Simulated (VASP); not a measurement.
Set up this calculation in VASP 6.6.1, as the native input.

```
Task                   : single point
Functional             : PBE
Potentials or basis    : VASP PAW PBE potentials, release 64 (Al, In_d, B, As)
Cutoff                 : 520 eV
k mesh                 : 8 × 6 × 6
Occupations            : gaussian, width 0.1 eV
Spin                   : no spin polarisation
Dipole correction      : no
Further INCAR settings : ALGO = Normal; EDIFF = 1e-06; NBANDS = 29
```

The structure of AlIn2B2As lies in POSCAR:

```
AlIn2B2As
1.0
    4.2365805639      0.0069883825      0.0163885133
    1.9396860966      5.1759838000     -0.0103538829
    2.0871022334     -0.4206116550      5.3160660115
Al In B As
1 2 2 1
Direct
    0.8755895679      0.9456756162      0.8352546394
    0.9465475479      0.1890146022      0.3785804965
    0.4900315576      0.5664275862      0.0024655876
    0.4159757451      0.2454633909      0.7882465155
    0.2557417398      0.0241526709      0.9646446648
    0.2006527317      0.5093451436      0.5507290864
```

These files were run (other wordings do the same):

INCAR

```
PREC = Accurate
ENCUT = 520
EDIFF = 1E-6
ISMEAR = 0
SIGMA = 0.1
LREAL = F
LASPH = T
NELM = 100
ALGO = Normal
ISIF = 2
LWAVE = F
LCHARG = T
GGA = PE
LELF = T
LVHAR = T
NBANDS = 29
```

KPOINTS

```
Automatic mesh
0
Gamma
  8 6 6
```

Potentials or basis: VASP PAW PBE potentials, release 64 (Al, In_d, B, As).

Launch:

```sh
$ cat potpaw_PBE.64/Al/POTCAR potpaw_PBE.64/In_d/POTCAR potpaw_PBE.64/B/POTCAR potpaw_PBE.64/As/POTCAR > POTCAR
$ mpirun -np 1 vasp_std > vasp.out
```

Results of the run:

```yaml
Pressure: 0.1 GPa
Largest_force: 0.036 eV/Å
Band_gap_on_the_k_mesh: zero (band 20 reaches 6.48 eV, above the bottom of band 21 at 5.73 eV)
```

Caveat: spin-orbit coupling is left out, which moves the levels of the heavy elements.

Wall time 3.3 min on 1 thread of Intel(R) Xeon(R) 6975P-C (Granite Rapids), with other jobs on the host, peak memory 0.61 GiB.
